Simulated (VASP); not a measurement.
# Li2H5Ir (Amm2) in VASP: single point with PBE

Aim: the single point of Li2H5Ir with PBE.

Everything below comes from runs of VASP 6.6.1. Logs are shortened: lines on timing, memory, paths and dates and some standing lists are left out, and cuts for length are marked.

## Step 1: The cell of the first run

It takes space group Amm2 (No. 38, orthorhombic). Conventional cell: a = 4.810 Å, b = 3.081 Å, c = 9.799 Å, α = 90.00°, β = 90.00°, γ = 90.00°. Within 2.8 Å of Li (site symmetry mm2) lie 8 H at 2.02 to 2.50 Å and 3 Ir at 2.68 to 2.71 Å. Li (site symmetry mm2) has 10 H at 2.25 to 2.53 Å and 4 Ir at 2.86 Å and 2 Li at 3.08 Å within 3.1 Å. Within 2.3 Å of H (site symmetry mm2) lie 2 Ir at 1.71 Å and 4 H at 2.01 Å. H (site symmetry m) has 1 Ir at 1.67 Å and 5 H at 2.01 to 2.48 Å and 3 Li at 2.02 to 2.25 Å within 2.5 Å. Within 2.2 Å of H (site symmetry m) lie 1 Ir at 1.69 Å and 2 Li at 2.17 Å. Within 2.2 Å of Ir (site symmetry mm2) lie 6 H at 1.67 to 1.71 Å.

## Step 2: Single point, PBE

Input file POSCAR:

```
Li2H5Ir
1.0
    4.8102307000      0.0000000000      0.0000000000
    0.0000000000      1.5406159000      4.8997407000
    0.0000000000     -1.5406159000      4.8997407000
Li H Ir
2 5 1
Direct
    0.5000000000      0.2354780000      0.2354780000
    0.0000000000      0.4555620000      0.4555620000
    0.5000000000      0.5351730000      0.5351730000
    0.7576450000      0.0726920000      0.0726920000
    0.2423550000      0.0726920000      0.0726920000
    0.2554450000      0.8354430000      0.8354430000
    0.7445550000      0.8354430000      0.8354430000
    0.5000000000      0.9589200000      0.9589200000
```

Input file INCAR.step1:

```
SYSTEM = Li2H5Ir
PREC = Accurate
ENCUT = 520
EDIFF = 1E-6
ISMEAR = 0
SIGMA = 0.02
LREAL = .FALSE.
LASPH = .TRUE.
NELM = 80
ALGO = Normal
ISIF = 2
LWAVE = .FALSE.
LCHARG = .TRUE.
LMAXMIX = 4
GGA = PE
NBANDS = 20
```

Input file KPOINTS.step1:

```
regular mesh
0
G
  6 10 10
  0 0 0
```

Input file INCAR.step2:

```
SYSTEM = Li2H5Ir
PREC = Accurate
ENCUT = 520
EDIFF = 1E-6
ISMEAR = -5
SIGMA = 0.02
LREAL = .FALSE.
LASPH = .TRUE.
NELM = 80
ALGO = Normal
ISIF = 2
LWAVE = .FALSE.
LCHARG = .FALSE.
LMAXMIX = 4
GGA = PE
LORBIT = 10
NEDOS = 1001
ICHARG = 11
```

Input file KPOINTS.step2:

```
regular mesh
0
G
  9 15 15
  0 0 0
```

Potentials or basis: VASP PAW PBE potentials, release 64 (Li_sv, H, Ir).

Launch:

```sh
cat potpaw_PBE.64/Li_sv/POTCAR potpaw_PBE.64/H/POTCAR potpaw_PBE.64/Ir/POTCAR > POTCAR
cp INCAR.step1 INCAR
cp KPOINTS.step1 KPOINTS
mpirun -np 1 vasp_std > vasp.out
cp INCAR.step2 INCAR
cp KPOINTS.step2 KPOINTS
mpirun -np 1 vasp_std > vasp.out
```

OUTCAR:

```text
SYSTEM = Li2H5Ir
   PREC = Accurate
   ENCUT = 520
   EDIFF = 1E-6
   ISMEAR = -5
   LREAL = .FALSE.
   LASPH = .TRUE.
   NELM = 80
   ISIF = 2
   GGA = PE
   LORBIT = 10
   ICHARG = 11

 ion  position               nearest neighbor table
   1  0.500  0.235  0.235-   8 2.68   8 2.68   8 2.71
   2  0.000  0.456  0.456-   8 2.86   8 2.86   8 2.86   8 2.86
   3  0.500  0.535  0.535-   8 1.71   8 1.71
   4  0.758  0.073  0.073-   8 1.67
   5  0.242  0.073  0.073-   8 1.67
   6  0.255  0.835  0.835-   8 1.69
   7  0.745  0.835  0.835-   8 1.69
   8  0.500  0.959  0.959-   4 1.67   5 1.67   6 1.69   7 1.69   3 1.71   3 1.71   1 2.68   1 2.68
                             1 2.71   2 2.86   2 2.86   2 2.86   2 2.86

  LATTYP: Found a base centered orthorhombic cell.
 ALAT       =     3.0812318000
 B/A-ratio  =     3.1803778606
 C/A-ratio  =     1.5611388601

  Lattice vectors:

 A1 = (   0.0000000000,   1.5406159000,  -4.8997407000)
 A2 = (   0.0000000000,   1.5406159000,   4.8997407000)
 A3 = (   4.8102307000,   0.0000000000,   0.0000000000)

Analysis of symmetry for initial positions (statically):
=====================================================================
 Subroutine PRICEL returns:
 Original cell was already a primitive cell.

 Routine SETGRP: Setting up the symmetry group for a
 base centered orthorhombic supercell.

 Subroutine GETGRP returns: Found  4 space group operations
 (whereof  4 operations were pure point group operations)
 out of a pool of  8 trial point group operations.

The static configuration has the point symmetry C_2v.

Analysis of symmetry for dynamics (positions and initial velocities):
=====================================================================
 Subroutine PRICEL returns:
 Original cell was already a primitive cell.

 Routine SETGRP: Setting up the symmetry group for a
 base centered orthorhombic supercell.

 Subroutine GETGRP returns: Found  4 space group operations
 (whereof  4 operations were pure point group operations)
 out of a pool of  8 trial point group operations.

The dynamic configuration has the point symmetry C_2v.

 Subroutine INISYM returns: Found  4 space group operations
 (whereof  4 operations are pure point group operations),
 and found     1 'primitive' translations

----------------------------------------------------------------------------------------

                                     Primitive cell

  volume of cell :      72.6212

  direct lattice vectors                    reciprocal lattice vectors
     4.810230700  0.000000000  0.000000000     0.207890237  0.000000000  0.000000000
     0.000000000  1.540615900  4.899740700     0.000000000  0.324545528  0.102046216
     0.000000000 -1.540615900  4.899740700     0.000000000 -0.324545528  0.102046216

  length of vectors
     4.810230700  5.136239508  5.136239508     0.207890237  0.340210567  0.340210567

  position of ions in fractional coordinates (direct lattice)
     0.500000000  0.235478000  0.235478000
     0.000000000  0.455562000  0.455562000
     0.500000000  0.535173000  0.535173000
     0.757645000  0.072692000  0.072692000
     0.242355000  0.072692000  0.072692000
     0.255445000  0.835443000  0.835443000
     0.744555000  0.835443000  0.835443000
     0.500000000  0.958920000  0.958920000

  ion indices of the primitive-cell ions
   primitive index   ion index
                 1           1
                 2           2
                 3           3
                 4           4
                 5           5
                 6           6
                 7           7
                 8           8

----------------------------------------------------------------------------------------

 KPOINTS: regular mesh

Automatic generation of k-mesh.
 Grid dimensions read from file:
 generate k-points for:    9   15   15

 Generating k-lattice:

  Cartesian coordinates                     Fractional coordinates (reciprocal lattice)
     0.023098915  0.000000000  0.000000000     0.111111111  0.000000000  0.000000000
     0.000000000  0.021636369  0.006803081     0.000000000  0.066666667  0.000000000
     0.000000000 -0.021636369  0.006803081     0.000000000  0.000000000  0.066666667

  Length of vectors
     0.023098915  0.022680704  0.022680704

  Shift w.r.t. Gamma in fractional coordinates (k-lattice)
     0.000000000  0.000000000  0.000000000

 TETIRR: Found   3044 inequivalent tetrahedra from    12150

 Subroutine IBZKPT returns following result:
 ===========================================

 Found    320 irreducible k-points:

 Following reciprocal coordinates:
            Coordinates               Weight
  0.000000  0.000000  0.000000      1.000000
  0.111111  0.000000  0.000000      2.000000
  0.222222  0.000000  0.000000      2.000000
  0.333333  0.000000  0.000000      2.000000
  0.444444  0.000000  0.000000      2.000000
  0.000000  0.066667  0.000000      4.000000
[... 16 lines left out ...]
  0.222222  0.266667 -0.000000      8.000000
  0.333333  0.266667 -0.000000      8.000000
 [... further k-points ...]
   k-points           NKPTS =    320   k-points in BZ     NKDIM =    320   number of bands    NBANDS=     15
   number of dos      NEDOS =   1001   number of ions     NIONS =      8
   total plane-waves  NPLWV =  57600
   dimension x,y,z NGX =    36 NGY =   40 NGZ =   40
   dimension x,y,z NGXF=    72 NGYF=   80 NGZF=   80
   ions per type =               2   5   1
   NGX,Y,Z   is equivalent  to a cutoff of  12.44, 12.95, 12.95 a.u.
   NGXF,Y,Z  is equivalent  to a cutoff of  24.88, 25.89, 25.89 a.u.
 SYSTEM =  Li2H5Ir
   PREC   = accura    normal or accurate (medium, high low for compatibility)
   ISTART =      0    job   : 0-new  1-cont  2-samecut
   ICHARG =     11    charge: 1-file 2-atom 10-const
   ISPIN  =      1    spin polarized calculation?
   LNONCOLLINEAR =      F non collinear calculations
   LSORBIT =      F    spin-orbit coupling
   LASPH  =      T    aspherical Exc in radial PAW
   ENCUT  =  520.0 eV  38.22 Ry    6.18 a.u.   8.94  9.55  9.55*2*pi/ulx,y,z
   NELM   =     80;   NELMIN=  2; NELMDL=  0     # of ELM steps
   EDIFF  = 0.1E-05   stopping-criterion for ELM
   LREAL  =      F    real-space projection
   EDIFFG = 0.1E-04   stopping-criterion for IOM
   NSW    =      0    number of steps for IOM
   IBRION =     -1    ionic relax: 0-MD 1-quasi-New 2-CG
   NFREE  =      0    steps in history (QN), initial steepest desc. (CG)
   ISIF   =      2    stress and relaxation
   ISYM   =      2    0-nonsym 1-usesym 2-fastsym
   POTIM  = 0.5000    time-step for ionic-motion
   TEBEG  =    0.0;   TEEND  =   0.0 temperature during run
   PSTRESS=    0.0 pullay stress
   NELECT =      20.0000    total number of electrons
   NUPDOWN=      -1.0000    fix difference up-down
   EMIN   =  10.00;   EMAX   =-10.00  energy-range for DOS
   EFERMI =   0.00;   METHOD = LEGACY
   ISMEAR =    -5;   SIGMA  =   0.02  broadening in eV -4-tet -1-fermi 0-gaus
   EFERMI_NEDOS =   21; number of points for ismear=-14 and -15
   IALGO  =     38    algorithm
   IMIX   =      4    mixing-type and parameters
     AMIX     =   0.40;   BMIX     =  1.00
     AMIX_MAG =   1.60;   BMIX_MAG =  1.00
  volume/ion in A,a.u.               =       9.08        61.26
  Fermi-wavevector in a.u.,A,eV,Ry     =   1.065116  2.012778 15.435439  1.134473
  Thomas-Fermi vector in A             =   2.200657
   LORBIT       =     10    0 simple, 1 ext, 2 COOP (PROOUT), +10 PAW based schemes
   GGA     = PE    functional components
   LHFCALC =     F    Hartree Fock is set to
   AEXX    =    0.0000 exact exchange contribution
   IVDW    =     0    specifies the selected vdW correction
   LEPSILON=     F    determine dielectric tensor
   LRPA    =     F    only Hartree local field effects (RPA)
 non-spin polarized calculation
 Fermi weights with tetrahedron method with Bloechl corrections
  energy-cutoff  :      520.00
  volume of cell :       72.62
 maximum number of plane-waves:      1976
 NGX is ok and might be reduce to    36

 number of electron      19.9999995 magnetization

 Free energy of the ion-electron system (eV)
  ---------------------------------------------------
  ext. energy  EPLUGINS =         0.00000000
  ---------------------------------------------------
  free energy    TOTEN  =       -32.50637121 eV

  energy without entropy =      -32.50637121  energy(sigma->0) =      -32.50637121

 E-fermi :   0.4989     XC(G=0):  -8.7463

 val. band max:        0.4964540493   @ k =   0.0000   0.0000   0.0000
 cond. band min:       2.3077949785   @ k =   0.0000  -0.2667   0.2667
 fundamental gap:      1.8113409292
 Fermi energy:         0.4988878590

 k-point     1 :       0.0000    0.0000    0.0000
  band No.  band energies     occupation
      1     -44.1143      2.00000
      2     -43.8222      2.00000
      3      -7.3992      2.00000
      4      -4.7299      2.00000
      5      -3.9811      2.00000
      6      -2.1071      2.00000
      7      -1.7482      2.00000
      8      -1.1597      2.00000
      9       0.0636      2.00000
     10       0.4965      2.00000
     11       4.1783      0.00000
     12       5.9866      0.00000
     13       7.6849      0.00000
     14       7.9000      0.00000
[... 401 lines left out ...]
      2     -43.8189      2.00000
      3      -6.0032      2.00000
      4      -4.1806      2.00000
      5      -4.0780      2.00000
      6      -2.4334      2.00000
      7      -1.4459      2.00000
      8      -0.8139      2.00000
      9      -0.4228      2.00000
     10      -0.2136      2.00000
     11       5.1387      0.00000
     12       5.8724      0.00000
     13       6.9574      0.00000
     14       7.8249      0.00000
     15       8.4694      0.00000

 [... further k-points ...]

------------------------ aborting loop because EDIFF is reached ----------------------------------------

  FORCE on cell =-STRESS in cart. coord.  units (eV):
  Direction    XX          YY          ZZ          XY          YZ          ZX
  --------------------------------------------------------------------------------------
  -------------------------------------------------------------------------------------
  Total        0.0850809      0.0624619      0.0973895      0.0000000      0.0000000      0.0000000
  in kB        1.8770640      1.3780409      2.1486195      0.0000000      0.0000000      0.0000000
  external PRESSURE =       1.8012414 kB  Pullay stress =       0.0000000 kB

 VOLUME and BASIS-vectors are now :
 -----------------------------------------------------------------------------
  energy-cutoff  :      520.00
  volume of cell :       72.62
      direct lattice vectors                 reciprocal lattice vectors
     4.810230700  0.000000000  0.000000000     0.207890237  0.000000000  0.000000000
     0.000000000  1.540615900  4.899740700     0.000000000  0.324545528  0.102046216
     0.000000000 -1.540615900  4.899740700     0.000000000 -0.324545528  0.102046216

 POSITION                                       TOTAL-FORCE (eV/Angst)
 -----------------------------------------------------------------------------------
      2.40512      0.00000      2.30756         0.000000      0.000000      0.005290
      0.00000      0.00000      4.46427         0.000000      0.000000     -0.001815
      2.40512      0.00000      5.24442         0.000000      0.000000      0.031499
      3.64445      0.00000      0.71234         0.036401      0.000000      0.026520
      1.16578      0.00000      0.71234        -0.036401      0.000000      0.026520
      1.22875      0.00000      8.18691        -0.021588      0.000000     -0.019748
      3.58148      0.00000      8.18691         0.021588      0.000000     -0.019748
      2.40512      0.00000      9.39692         0.000000      0.000000     -0.048517
 -----------------------------------------------------------------------------------
    total drift:                               -0.000000     -0.000000     -0.002438

  FREE ENERGIE OF THE ION-ELECTRON SYSTEM (eV)
  ---------------------------------------------------
  free  energy   TOTEN  =       -32.5063712110 eV

  energy  without entropy=      -32.5063712110  energy(sigma->0) =      -32.50637121

 total charge

# of ion       s       p       d       tot
------------------------------------------
    1        2.022   0.052   0.000   2.073
    2        2.011   0.039   0.000   2.050
    3        0.529   0.037   0.000   0.566
    4        0.549   0.018   0.000   0.566
    5        0.549   0.018   0.000   0.566
    6        0.544   0.017   0.000   0.560
    7        0.544   0.017   0.000   0.560
    8        0.683   0.920   7.217   8.820
--------------------------------------------------
tot          7.429   1.115   7.217  15.761
```

It took 6.1 min on 1 thread of Intel Xeon Platinum 8375C at 2.90GHz (Ice Lake), shared host; peak memory 0.51 GiB.

What came out:

```
Valence electrons inside the program's atomic spheres : Li 2.07, 2.05; H 0.57, 0.56 (each value once); Ir 8.82
```

Caveat: the cutoff is under 1.25 times the usual one of these potentials, so pressure, stress and relaxed cells hold a basis-set (Pulay) error; spin-orbit coupling is left out, which moves the levels of the heavy elements.
